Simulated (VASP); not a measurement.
# BaHfO3 (Pm-3m) in VASP: further runs, part 2 of 2

VASP 6.6.1. Earlier steps stand in the parts before.

### 4 Single point, HSE06 (strain -1.0%)

Contents of POSCAR:

```
BaHfO3
1.0
    4.1352881831      0.0000000000      0.0000000000
    0.0000000000      4.1352881831      0.0000000000
    0.0000000000      0.0000000000      4.1352881831
Ba Hf O
1 1 3
Direct
    0.0000000000      0.0000000000      0.0000000000
    0.5000000000      0.5000000000      0.5000000000
    0.5000000000      0.5000000000      0.0000000000
    0.5000000000      0.0000000000      0.5000000000
    0.0000000000      0.5000000000      0.5000000000
```

Contents of INCAR.step1:

```
SYSTEM = BaHfO3
PREC = Accurate
ENCUT = 520
EDIFF = 1E-5
ISMEAR = 0
SIGMA = 0.01
LREAL = .FALSE.
LASPH = .TRUE.
NELM = 100
ALGO = Normal
ISIF = 2
LWAVE = .TRUE.
LCHARG = .FALSE.
GGA = PE
NBANDS = 27
```

Contents of INCAR.step2:

```
SYSTEM = BaHfO3
PREC = Accurate
ENCUT = 520
EDIFF = 1E-7
ISMEAR = 0
SIGMA = 0.01
LREAL = .FALSE.
LASPH = .TRUE.
NELM = 100
ALGO = Normal
ISIF = 2
LWAVE = .FALSE.
LCHARG = .FALSE.
GGA = PE
LHFCALC = .TRUE.
HFSCREEN = 0.2079
PRECFOCK = Fast
ISTART = 1
NBANDS = 27
```

Contents of KPOINTS:

```
regular mesh
0
G
  4 4 4
  0 0 0
```

Potentials or basis: VASP PAW PBE potentials, release 64 (Ba_sv, Hf_pv, O).

The run is started by

```bash
> cat potpaw_PBE.64/Ba_sv/POTCAR potpaw_PBE.64/Hf_pv/POTCAR potpaw_PBE.64/O/POTCAR > POTCAR
> cp INCAR.step1 INCAR
> mpirun -np 1 vasp_std > vasp.out
> cp INCAR.step2 INCAR
> mpirun -np 1 vasp_std > vasp.out
```

OUTCAR:

```text
SYSTEM = BaHfO3
   PREC = Accurate
   ENCUT = 520
   EDIFF = 1E-7
   ISMEAR = 0
   LREAL = .FALSE.
   LASPH = .TRUE.
   NELM = 100
   ISIF = 2
   GGA = PE
   LHFCALC = .TRUE.
   HFSCREEN = 0.2079
   PRECFOCK = Fast
   ISTART = 1

 ion  position               nearest neighbor table
   1  0.000  0.000  0.000-   3 2.92   4 2.92   5 2.92   4 2.92   5 2.92   3 2.92   5 2.92   5 2.92
                             3 2.92   4 2.92   4 2.92   3 2.92   2 3.58   2 3.58   2 3.58   2 3.58
   2  0.500  0.500  0.500-   3 2.07   4 2.07   5 2.07   3 2.07   4 2.07   5 2.07   1 3.58   1 3.58
                             1 3.58   1 3.58   1 3.58   1 3.58   1 3.58   1 3.58
   3  0.500  0.500  0.000-   2 2.07   2 2.07   1 2.92   1 2.92   1 2.92   1 2.92
   4  0.500  0.000  0.500-   2 2.07   2 2.07   1 2.92   1 2.92   1 2.92   1 2.92
   5  0.000  0.500  0.500-   2 2.07   2 2.07   1 2.92   1 2.92   1 2.92   1 2.92

  LATTYP: Found a simple cubic cell.
 ALAT       =     4.1352881831

  Lattice vectors:

 A1 = (   4.1352881831,   0.0000000000,   0.0000000000)
 A2 = (   0.0000000000,   4.1352881831,   0.0000000000)
 A3 = (   0.0000000000,   0.0000000000,   4.1352881831)

Analysis of symmetry for initial positions (statically):
=====================================================================
 Subroutine PRICEL returns:
 Original cell was already a primitive cell.

 Routine SETGRP: Setting up the symmetry group for a
 simple cubic supercell.

 Subroutine GETGRP returns: Found 48 space group operations
 (whereof 48 operations were pure point group operations)
 out of a pool of 48 trial point group operations.

The static configuration has the point symmetry O_h .

Analysis of symmetry for dynamics (positions and initial velocities):
=====================================================================
 Subroutine PRICEL returns:
 Original cell was already a primitive cell.

[... 126 lines left out ...]
   ENCUT4O =  -1.0   cutoff for four orbital integrals eV
   NKREDX  =     1    reduce k-point grid by
   NKREDY  =     1    reduce k-point grid by
   NKREDZ  =     1    reduce k-point grid by
   AEXX    =    0.2500 exact exchange contribution
   HFSCREEN=    0.2079 screening length (either q_TF or 0.3 A-1)
   HFSCREENC=   0.2079 screening length for correlation (either q_TF or 0.3 A-1)
   ENCUTFOCK=  -1.0 apply spherical cutoff to Coloumb kernel
   IVDW    =     0    specifies the selected vdW correction
   LEPSILON=     F    determine dielectric tensor
   LRPA    =     F    only Hartree local field effects (RPA)
 non-spin polarized calculation
 Gauss-broadening in eV      SIGMA  =   0.01
  energy-cutoff  :      520.00
  volume of cell :       70.72
 maximum number of plane-waves:      1935
 NGX is ok and might be reduce to    32
  NGX = 18; NGY = 18; NGZ = 18

 number of electron      38.0000021 magnetization

 Free energy of the ion-electron system (eV)
  ---------------------------------------------------
  ext. energy  EPLUGINS =         0.00000000
  ---------------------------------------------------
  free energy    TOTEN  =       -51.66206202 eV

  energy without entropy =      -51.66206202  energy(sigma->0) =      -51.66206202

 E-fermi :   1.6445     XC(G=0):  -9.0262

 val. band max:        1.5395057938   @ k =   0.5000   0.5000   0.5000
 cond. band min:       6.6515488109   @ k =   0.0000   0.0000   0.0000
 fundamental gap:      5.1120430170
 Fermi energy:         1.6445087005

 k-point     1 :       0.0000    0.0000    0.0000
  band No.  band energies     occupation
      1     -28.6357      2.00000
      2     -28.6357      2.00000
      3     -28.6357      2.00000
      4     -24.9822      2.00000
      5     -16.7954      2.00000
      6     -16.2550      2.00000
[... 289 lines left out ...]
     26      12.7683      0.00000
     27      12.7683      0.00000

------------------------ aborting loop because EDIFF is reached ----------------------------------------

  FORCE on cell =-STRESS in cart. coord.  units (eV):
  Direction    XX          YY          ZZ          XY          YZ          ZX
  --------------------------------------------------------------------------------------
  -------------------------------------------------------------------------------------
  Total        1.7418763      1.7418763      1.7418763      0.0000000     -0.0000000      0.0000000
  in kB       39.4648592     39.4648592     39.4648592      0.0000000     -0.0000000      0.0000000
  external PRESSURE =      39.4648592 kB  Pullay stress =       0.0000000 kB

 VOLUME and BASIS-vectors are now :
 -----------------------------------------------------------------------------
  energy-cutoff  :      520.00
  volume of cell :       70.72
      direct lattice vectors                 reciprocal lattice vectors
     4.135288183  0.000000000  0.000000000     0.241821115  0.000000000  0.000000000
     0.000000000  4.135288183  0.000000000     0.000000000  0.241821115  0.000000000
     0.000000000  0.000000000  4.135288183     0.000000000  0.000000000  0.241821115

 POSITION                                       TOTAL-FORCE (eV/Angst)
 -----------------------------------------------------------------------------------
      0.00000      0.00000      0.00000         0.000000      0.000000      0.000000
      2.06764      2.06764      2.06764         0.000000      0.000000      0.000000
      2.06764      2.06764      0.00000         0.000000      0.000000      0.000000
      2.06764      0.00000      2.06764         0.000000      0.000000      0.000000
      0.00000      2.06764      2.06764         0.000000      0.000000      0.000000
 -----------------------------------------------------------------------------------
    total drift:                                0.000002      0.000002      0.000002

  FREE ENERGIE OF THE ION-ELECTRON SYSTEM (eV)
  ---------------------------------------------------
  free  energy   TOTEN  =       -51.6620620190 eV

  energy  without entropy=      -51.6620620190  energy(sigma->0) =      -51.66206202
```

OUTCAR.step1:

```text
SYSTEM = BaHfO3
   PREC = Accurate
   ENCUT = 520
   EDIFF = 1E-5
   ISMEAR = 0
   LREAL = .FALSE.
[... 519 lines left out ...]
      2.06764      2.06764      0.00000         0.000000      0.000000      0.000000
      2.06764      0.00000      2.06764         0.000000      0.000000      0.000000
      0.00000      2.06764      2.06764         0.000000      0.000000      0.000000
 -----------------------------------------------------------------------------------
    total drift:                                0.000000     -0.000000     -0.000000

  FREE ENERGIE OF THE ION-ELECTRON SYSTEM (eV)
  ---------------------------------------------------
  free  energy   TOTEN  =       -43.4590586340 eV

  energy  without entropy=      -43.4590586340  energy(sigma->0) =      -43.45905863
```

OSZICAR.step1:

```text
N       E                     dE             d eps       ncg     rms          rms(c)
DAV:   1     0.220697204106E+03    0.22070E+03   -0.21096E+04   540   0.137E+03
DAV:   2    -0.384488643400E+02   -0.25915E+03   -0.24849E+03   669   0.318E+02
DAV:   3    -0.502794298949E+02   -0.11831E+02   -0.11778E+02   709   0.634E+01
DAV:   4    -0.504268453988E+02   -0.14742E+00   -0.14730E+00   708   0.688E+00
DAV:   5    -0.504297953770E+02   -0.29500E-02   -0.29498E-02   761   0.687E-01    0.627E+01
DAV:   6    -0.436151312792E+02    0.68147E+01   -0.32806E+01   593   0.329E+01    0.535E+01
DAV:   7    -0.434867924032E+02    0.12834E+00   -0.18003E+00   659   0.833E+00    0.336E+01
DAV:   8    -0.434755486775E+02    0.11244E-01   -0.25950E-01   600   0.407E+00    0.736E+00
DAV:   9    -0.434590872475E+02    0.16461E-01   -0.60001E-02   628   0.163E+00    0.234E+00
DAV:  10    -0.434591440959E+02   -0.56848E-04   -0.66192E-03   654   0.532E-01    0.697E-01
DAV:  11    -0.434590248233E+02    0.11927E-03   -0.57470E-04   676   0.147E-01    0.109E-01
DAV:  12    -0.434590544653E+02   -0.29642E-04   -0.57939E-05   627   0.490E-02    0.896E-02
DAV:  13    -0.434590586340E+02   -0.41688E-05   -0.55633E-06   430   0.154E-02
   1 F= -.43459059E+02 E0= -.43459059E+02  d E =-.185582E-98
```

Wall time 21 min (1 thread of Oxide Virtual Turin-like, shared host); peak memory 0.27 GiB.

What came out:

```yaml
Free_energy: -51.6621 eV
Pressure: 3.9 GPa
Band_gap_on_the_k_mesh: 5.11 eV (least direct gap 5.34 eV)
```

Caveat: the cell differs from its parent crystal (strain -1.0%); the cell stands under pressure; the PAW data sets were made with another functional, which shifts forces and pressure a little; spin-orbit coupling is left out, which moves the levels of the heavy elements. A k mesh can miss the band edges.

### 5 Summary

| cell | gap on the mesh (eV) | pressure (GPa) |
| --- | --- | --- |
| a = 4.010 Å, 5 atoms | 5.29 | 25.6 |
| a = 4.177 Å, 5 atoms | 5.05 | -1.5 |
| a = 4.135 Å, 5 atoms | 5.11 | 3.9 |

Alike in all rows: task single point; level HSE06; potentials or basis VASP PAW PBE potentials, release 64 (Ba_sv, Hf_pv, O); no spin polarisation; k mesh 4 × 4 × 4; cutoff (eV) 520; smearing gaussian 0.01 eV.

Caveats: the PAW data sets were made with another functional, which shifts forces and pressure a little; spin-orbit coupling is left out, which moves the levels of the heavy elements; the cell stands under pressure (at least some runs).

Absolute energies hang on the potentials; compare differences alone.
